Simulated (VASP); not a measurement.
# InAs (F-43m) in VASP: a series of runs, part 2 of 2

VASP 6.6.1. Earlier steps stand in the parts before.

### Step 3. Single point, PBE (28.74 Å³/atom)

This run uses another cell than the first one, of 28.74 Å³/atom.

Input file INCAR:

```
  PREC = Accurate
  ENCUT = 520
  EDIFF = 1E-6
  ISMEAR = -1
  SIGMA = 0.02
  LREAL = F
  LASPH = T
  NELM = 60
  ALGO = Normal
  ISIF = 2
  LWAVE = F
  LCHARG = F
  GGA = PE
  NBANDS = 16
```

Input file KPOINTS:

```
Automatic mesh
0
Gamma
  6 6 6
```

Input file POSCAR:

```
InAs
1.0
    0.0000000000      3.0630888970      3.0630888970
    3.0630888970      0.0000000000      3.0630888970
    3.0630888970      3.0630888970      0.0000000000
In As
1 1
Direct
    0.0000000000      0.0000000000      0.0000000000
    0.2500000000      0.2500000000      0.2500000000
```

Potentials or basis: VASP PAW PBE potentials, release 64 (In_d, As).

On the command line:

```console
cat potpaw_PBE.64/In_d/POTCAR potpaw_PBE.64/As/POTCAR > POTCAR
mpirun -np 1 vasp_std > vasp.out
```

OUTCAR:

```text
PREC = Accurate
   ENCUT = 520
   EDIFF = 1E-6
   ISMEAR = -1
   LREAL = F
   LASPH = T
   NELM = 60
   ISIF = 2
   GGA = PE

 ion  position               nearest neighbor table
   1  0.000  0.000  0.000-   2 2.65   2 2.65   2 2.65   2 2.65
   2  0.250  0.250  0.250-   1 2.65   1 2.65   1 2.65   1 2.65

  LATTYP: Found a face centered cubic cell.
 ALAT       =     6.1261777940

  Lattice vectors:

 A1 = (   0.0000000000,   3.0630888970,   3.0630888970)
 A2 = (   3.0630888970,   0.0000000000,   3.0630888970)
 A3 = (   3.0630888970,   3.0630888970,   0.0000000000)

Analysis of symmetry for initial positions (statically):
=====================================================================
 Subroutine PRICEL returns:
 Original cell was already a primitive cell.

 Routine SETGRP: Setting up the symmetry group for a
 face centered cubic supercell.

 Subroutine GETGRP returns: Found 24 space group operations
 (whereof 24 operations were pure point group operations)
 out of a pool of 48 trial point group operations.

The static configuration has the point symmetry T_d .

Analysis of symmetry for dynamics (positions and initial velocities):
=====================================================================
 Subroutine PRICEL returns:
 Original cell was already a primitive cell.

 Routine SETGRP: Setting up the symmetry group for a
 face centered cubic supercell.

 Subroutine GETGRP returns: Found 24 space group operations
 (whereof 24 operations were pure point group operations)
 out of a pool of 48 trial point group operations.

The dynamic configuration has the point symmetry T_d .

 Subroutine INISYM returns: Found 24 space group operations
 (whereof 24 operations are pure point group operations),
 and found     1 'primitive' translations
[... 98 lines left out ...]
   NUPDOWN=      -1.0000    fix difference up-down
   EMIN   =  10.00;   EMAX   =-10.00  energy-range for DOS
   EFERMI =   0.00;   METHOD = LEGACY
   ISMEAR =    -1;   SIGMA  =   0.02  broadening in eV -4-tet -1-fermi 0-gaus
   EFERMI_NEDOS =   21; number of points for ismear=-14 and -15
   IALGO  =     38    algorithm
   IMIX   =      4    mixing-type and parameters
     AMIX     =   0.40;   BMIX     =  1.00
     AMIX_MAG =   1.60;   BMIX_MAG =  1.00
  volume/ion in A,a.u.               =      28.74       193.94
  Fermi-wavevector in a.u.,A,eV,Ry     =   1.111722  2.100849 16.815781  1.235925
  Thomas-Fermi vector in A             =   2.248288
   LORBIT       =      0    0 simple, 1 ext, 2 COOP (PROOUT), +10 PAW based schemes
   GGA     = PE    functional components
   LHFCALC =     F    Hartree Fock is set to
   AEXX    =    0.0000 exact exchange contribution
   IVDW    =     0    specifies the selected vdW correction
   LEPSILON=     F    determine dielectric tensor
   LRPA    =     F    only Hartree local field effects (RPA)
 non-spin polarized calculation
  energy-cutoff  :      520.00
  volume of cell :       57.48
 maximum number of plane-waves:      1572
   NGX = 17   NGY = 17   NGZ = 17

 number of electron      17.9999999 magnetization

 Free energy of the ion-electron system (eV)
  ---------------------------------------------------
  ext. energy  EPLUGINS =         0.00000000
  ---------------------------------------------------
  free energy    TOTEN  =        -7.69301231 eV

  energy without entropy =       -7.69265868  energy(sigma->0) =       -7.69283549

 E-fermi :   4.1416     XC(G=0):  -8.9199

 val. band max:        4.1276874675   @ k =   0.0000   0.0000   0.0000
 cond. band min:       4.9977413772   @ k =   0.5000   0.0000   0.0000
 fundamental gap:      0.8700539097
 Fermi energy:         4.1415503498

 k-point     1 :       0.0000    0.0000    0.0000
  band No.  band energies     occupation
      1     -10.1962      2.00000
      2     -10.1962      2.00000
      3     -10.1962      2.00000
      4     -10.0861      2.00000
      5     -10.0861      2.00000
      6      -7.4883      2.00000
[... 281 lines left out ...]
      3     -10.1304      2.00000
      4     -10.1048      2.00000
      5     -10.0742      2.00000
      6      -5.6033      2.00000
[... 8 lines left out ...]
     15      15.5380      0.00000
     16      15.7930      0.00000

------------------------ aborting loop because EDIFF is reached ----------------------------------------

  FORCE on cell =-STRESS in cart. coord.  units (eV):
  Direction    XX          YY          ZZ          XY          YZ          ZX
  --------------------------------------------------------------------------------------
  -------------------------------------------------------------------------------------
  Total        0.5927606      0.5927606      0.5927606      0.0000000     -0.0000000     -0.0000000
  in kB       16.5227030     16.5227030     16.5227030      0.0000000     -0.0000000     -0.0000000
  external PRESSURE =      16.5227030 kB  Pullay stress =       0.0000000 kB

 VOLUME and BASIS-vectors are now :
 -----------------------------------------------------------------------------
  energy-cutoff  :      520.00
  volume of cell :       57.48
      direct lattice vectors                 reciprocal lattice vectors
     0.000000000  3.063088897  3.063088897    -0.163233917  0.163233917  0.163233917
     3.063088897  0.000000000  3.063088897     0.163233917 -0.163233917  0.163233917
     3.063088897  3.063088897  0.000000000     0.163233917  0.163233917 -0.163233917

 POSITION                                       TOTAL-FORCE (eV/Angst)
 -----------------------------------------------------------------------------------
      0.00000      0.00000      0.00000         0.000000     -0.000000      0.000000
      1.53154      1.53154      1.53154        -0.000000      0.000000     -0.000000
 -----------------------------------------------------------------------------------
    total drift:                               -0.000000     -0.000000     -0.000000

  FREE ENERGIE OF THE ION-ELECTRON SYSTEM (eV)
  ---------------------------------------------------
  free  energy   TOTEN  =        -7.6930123093 eV

  energy  without entropy=       -7.6926586807  energy(sigma->0) =       -7.69283549
```

OSZICAR:

```text
N       E                     dE             d eps       ncg     rms          rms(c)
DAV:   1     0.115470688875E+03    0.11547E+03   -0.82919E+03   512   0.120E+03
DAV:   2    -0.110803097154E+00   -0.11558E+03   -0.11115E+03   584   0.304E+02
DAV:   3    -0.775321396611E+01   -0.76424E+01   -0.76141E+01   688   0.753E+01
DAV:   4    -0.795088297862E+01   -0.19767E+00   -0.19751E+00   624   0.135E+01
DAV:   5    -0.796050979786E+01   -0.96268E-02   -0.96267E-02   808   0.250E+00    0.428E+00
DAV:   6    -0.771352020924E+01    0.24699E+00   -0.37213E-01   800   0.993E+00    0.237E+00
DAV:   7    -0.769084208558E+01    0.22678E-01   -0.10869E-01   728   0.282E+00    0.710E-01
DAV:   8    -0.769215203967E+01   -0.13100E-02   -0.12888E-02   656   0.126E+00    0.179E-01
DAV:   9    -0.769278930068E+01   -0.63726E-03   -0.95687E-04   608   0.264E-01    0.106E-01
DAV:  10    -0.769296187947E+01   -0.17258E-03   -0.19241E-04   672   0.187E-01    0.574E-02
DAV:  11    -0.769301183492E+01   -0.49955E-04   -0.10968E-04   576   0.109E-01    0.348E-02
DAV:  12    -0.769301230927E+01   -0.47435E-06   -0.51524E-06   600   0.242E-02
   1 F= -.76930123E+01 E0= -.76928355E+01  d E =-.353629E-03
```

Wall time 21 s (1 thread of AMD EPYC 7R13, shared host); peak memory 0.15 GiB.

Results:

```
Free energy            : -7.6930 eV
Pressure               : 1.7 GPa
Band gap on the k mesh : zero (filled and empty bands touch)
```

Levels at points of the mesh, in eV from the Fermi level:
```csv
k point,band 5,band 6,band 7,band 8,band 9,band 10,band 11,band 12,band 13,band 14
"(0.00, 0.00, 0.00)",-14.23,-11.63,-0.41,-0.01,-0.01,-0.01,3.87,3.87,3.87,7.36
"(0.50, 0.00, 0.00)",-14.22,-10.28,-5.59,-0.95,-0.95,0.86,4.64,4.64,6.79,8.82
"(0.50, 0.50, 0.00)",-14.21,-9.78,-5.69,-2.21,-2.21,1.59,2.04,8.92,8.98,8.98
```

Caveat: semilocal functionals underestimate gaps, so a narrow gap can read as zero; spin-orbit coupling is left out, which moves the levels of the heavy elements.

### Step 4. Single point, PBE (30.52 Å³/atom)

This run uses another cell than the first one, of 30.52 Å³/atom.

Input file INCAR:

```
SYSTEM = InAs
PREC     = Accurate       ! precision mode
ENCUT    = 520            ! plane-wave cutoff, eV
EDIFF    = 1E-6           ! SCF threshold, eV
ISMEAR   = -1             ! smearing method
SIGMA    = 0.02           ! smearing width, eV
LREAL    = .FALSE.        ! projectors in reciprocal space
LASPH    = .TRUE.         ! aspherical terms in the spheres
NELM     = 80             ! most SCF steps
ALGO     = Normal         ! electronic algorithm
ISIF     = 2              ! what is computed and relaxed
LWAVE    = .FALSE.        ! write WAVECAR
LCHARG   = .FALSE.        ! write CHGCAR
GGA      = PE             ! functional
NBANDS   = 16             ! bands
```

Input file KPOINTS:

```
regular mesh
0
G
  6 6 6
  0 0 0
```

Input file POSCAR:

```
InAs
1.0
    0.0000000000      3.1249861574      3.1249861574
    3.1249861574      0.0000000000      3.1249861574
    3.1249861574      3.1249861574      0.0000000000
In As
1 1
Direct
    0.0000000000      0.0000000000      0.0000000000
    0.2500000000      0.2500000000      0.2500000000
```

On the command line:

```console
cat potpaw_PBE.64/In_d/POTCAR potpaw_PBE.64/As/POTCAR > POTCAR
mpirun -np 1 vasp_std > vasp.out
```

Wall time 31 s (1 thread of AMD EPYC 7R13, shared host); peak memory 0.18 GiB.

The run converged. Its results:

```
Free energy            : -7.6958 eV
Pressure               : -1.3 GPa
Band gap on the k mesh : zero (filled and empty bands touch)
```

Levels at points of the mesh, in eV from the Fermi level:
```
           k point  band 7  band 8  band 9  band 10  band 11  band 12
(0.00, 0.00, 0.00)   -0.71   -0.01   -0.01    -0.01     3.83     3.83
(0.50, 0.00, 0.00)   -5.32   -0.87   -0.87     0.73     4.59     4.59
(0.50, 0.50, 0.00)   -5.46   -2.03   -2.03     1.68     2.01     8.56
```

Caveat: semilocal functionals underestimate gaps, so a narrow gap can read as zero; spin-orbit coupling is left out, which moves the levels of the heavy elements.

### Step 5. Single point, PBE (31.41 Å³/atom)

This run uses another cell than the first one, of 31.41 Å³/atom.

Input file INCAR:

```
PREC = Accurate ; ENCUT = 520
EDIFF = 1E-7 ; ISMEAR = -1
SIGMA = 0.02 ; LREAL = F
LASPH = T ; NELM = 100
ALGO = Normal ; ISIF = 2
LWAVE = F ; LCHARG = F
GGA = PE ; NBANDS = 16
```

Input file KPOINTS:

```
Automatic mesh
0
Gamma
  6 6 6
```

Input file POSCAR:

```
InAs
1.0
    0.0000000000      3.1550359446      3.1550359446
    3.1550359446      0.0000000000      3.1550359446
    3.1550359446      3.1550359446      0.0000000000
In As
1 1
Direct
    0.0000000000      0.0000000000      0.0000000000
    0.2500000000      0.2500000000      0.2500000000
```

Potentials or basis: VASP PAW PBE potentials, release 64 (In_d, As).

On the command line:

```console
cat potpaw_PBE.64/In_d/POTCAR potpaw_PBE.64/As/POTCAR > POTCAR
mpirun -np 1 vasp_std > vasp.out
```

OUTCAR:

```text
PREC = Accurate
   ENCUT = 520
   EDIFF = 1E-7
   ISMEAR = -1
   LREAL = F
   LASPH = T
   NELM = 100
   ISIF = 2
   GGA = PE

 ion  position               nearest neighbor table
   1  0.000  0.000  0.000-   2 2.73   2 2.73   2 2.73   2 2.73
   2  0.250  0.250  0.250-   1 2.73   1 2.73   1 2.73   1 2.73

  LATTYP: Found a face centered cubic cell.
 ALAT       =     6.3100718892

  Lattice vectors:

[... 477 lines left out ...]
     15      14.2034      0.00000
     16      14.5674      0.00000

------------------------ aborting loop because EDIFF is reached ----------------------------------------

  FORCE on cell =-STRESS in cart. coord.  units (eV):
  Direction    XX          YY          ZZ          XY          YZ          ZX
  --------------------------------------------------------------------------------------
  -------------------------------------------------------------------------------------
  Total       -0.9479027     -0.9479027     -0.9479027     -0.0000000      0.0000000      0.0000000
  in kB      -24.1786152    -24.1786152    -24.1786152     -0.0000000      0.0000000      0.0000000
  external PRESSURE =     -24.1786152 kB  Pullay stress =       0.0000000 kB

 VOLUME and BASIS-vectors are now :
 -----------------------------------------------------------------------------
  energy-cutoff  :      520.00
  volume of cell :       62.81
      direct lattice vectors                 reciprocal lattice vectors
     0.000000000  3.155035945  3.155035945    -0.158476800  0.158476800  0.158476800
     3.155035945  0.000000000  3.155035945     0.158476800 -0.158476800  0.158476800
     3.155035945  3.155035945  0.000000000     0.158476800  0.158476800 -0.158476800

 POSITION                                       TOTAL-FORCE (eV/Angst)
 -----------------------------------------------------------------------------------
      0.00000      0.00000      0.00000        -0.000000     -0.000000     -0.000000
      1.57752      1.57752      1.57752         0.000000      0.000000      0.000000
 -----------------------------------------------------------------------------------
    total drift:                               -0.000000     -0.000000     -0.000000

  FREE ENERGIE OF THE ION-ELECTRON SYSTEM (eV)
  ---------------------------------------------------
  free  energy   TOTEN  =        -7.6753361011 eV

  energy  without entropy=       -7.6749824196  energy(sigma->0) =       -7.67515926
```

OSZICAR:

```text
N       E                     dE             d eps       ncg     rms          rms(c)
DAV:   1     0.111321524059E+03    0.11132E+03   -0.79277E+03   520   0.115E+03
DAV:   2     0.795436886633E-01   -0.11124E+03   -0.10657E+03   552   0.290E+02
DAV:   3    -0.770649905814E+01   -0.77860E+01   -0.77569E+01   656   0.754E+01
DAV:   4    -0.790955232199E+01   -0.20305E+00   -0.20293E+00   648   0.140E+01
DAV:   5    -0.791879633989E+01   -0.92440E-02   -0.92439E-02   760   0.241E+00    0.368E+00
DAV:   6    -0.768865433393E+01    0.23014E+00   -0.36984E-01   808   0.898E+00    0.204E+00
DAV:   7    -0.767273947787E+01    0.15915E-01   -0.92709E-02   664   0.234E+00    0.680E-01
DAV:   8    -0.767443192881E+01   -0.16925E-02   -0.10530E-02   640   0.111E+00    0.135E-01
DAV:   9    -0.767514006838E+01   -0.70814E-03   -0.97839E-04   600   0.288E-01    0.884E-02
DAV:  10    -0.767528193987E+01   -0.14187E-03   -0.13851E-04   720   0.129E-01    0.450E-02
DAV:  11    -0.767533457016E+01   -0.52630E-04   -0.11424E-04   576   0.909E-02    0.281E-02
DAV:  12    -0.767533524879E+01   -0.67863E-06   -0.42049E-06   600   0.155E-02    0.988E-03
DAV:  13    -0.767533589122E+01   -0.64244E-06   -0.16832E-06   624   0.805E-03    0.284E-03
DAV:  14    -0.767533604084E+01   -0.14962E-06   -0.10445E-07   608   0.244E-03    0.123E-03
DAV:  15    -0.767533610110E+01   -0.60258E-07   -0.11723E-08   400   0.832E-04
   1 F= -.76753361E+01 E0= -.76751593E+01  d E =-.353681E-03
```

It took 38 s on 1 thread of AMD EPYC 7R13, shared host; peak memory 0.18 GiB.

Results:

```yaml
Free_energy: -7.6753 eV
Pressure: -2.4 GPa
Band_gap_on_the_k_mesh: zero (filled and empty bands touch)
```

Caveat: semilocal functionals underestimate gaps, so a narrow gap can read as zero; spin-orbit coupling is left out, which moves the levels of the heavy elements.

### Step 6. Summary

| cell | gap on the mesh (eV) | pressure (GPa) |
| --- | --- | --- |
| a = 4.287 Å, angles 60.0°, 2 atoms | none | 3.6 |
| a = 4.332 Å, angles 60.0°, 2 atoms | none | 1.7 |
| a = 4.419 Å, angles 60.0°, 2 atoms | none | -1.3 |
| a = 4.462 Å, angles 60.0°, 2 atoms | none | -2.4 |

Alike in all rows: task single point; level PBE; potentials or basis VASP PAW PBE potentials, release 64 (In_d, As); no spin polarisation; k mesh 6 × 6 × 6; cutoff (eV) 520; smearing fermi-dirac 0.02 eV.

Caveats: semilocal functionals underestimate gaps, so a narrow gap can read as zero; spin-orbit coupling is left out, which moves the levels of the heavy elements; the cell stands under pressure (at least some runs).

Total energies depend on the potentials used, so only differences within one code and one set of settings carry meaning.
